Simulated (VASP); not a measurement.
SiO2:

```
CELL_PARAMETERS angstrom
5.06907 0.00000 0.00000
-2.53454 4.38995 0.00000
0.00000 0.00000 8.55849
ATOMIC_POSITIONS crystal
Si 0.33333 0.66667 0.43713
Si 0.33333 0.66667 0.06287
Si 0.66667 0.33333 0.56287
Si 0.66667 0.33333 0.93713
O 0.42126 0.00000 0.00000
O 0.33333 0.66667 0.25000
O 0.66667 0.33333 0.75000
O 0.00000 0.57874 0.50000
O 0.57874 0.57874 0.00000
O 0.57874 0.00000 0.50000
O 0.42126 0.42126 0.50000
O 0.00000 0.42126 0.00000
```

Program: VASP 6.6.1. Alike in all runs: task single point; no spin polarisation; cell as given; smearing gaussian 0.01 eV.

Question: Order these runs on this cell by their band gap on the k mesh, lowest first.
A. level r2SCAN; potentials or basis VASP PAW PBE potentials, release 64 (Si, O); k mesh 6 × 6 × 4; cutoff (eV) 660
B. level LDA; potentials or basis VASP PAW LDA potentials, release 64 (Si, O); k mesh 6 × 6 × 4; cutoff (eV) 600
C. level PBEsol; potentials or basis VASP PAW PBE potentials, release 64 (Si, O); k mesh 6 × 6 × 2; cutoff (eV) 600

Answer: B (5.38 eV), C (5.63 eV), A (6.18 eV).

A k mesh can miss the band edges.
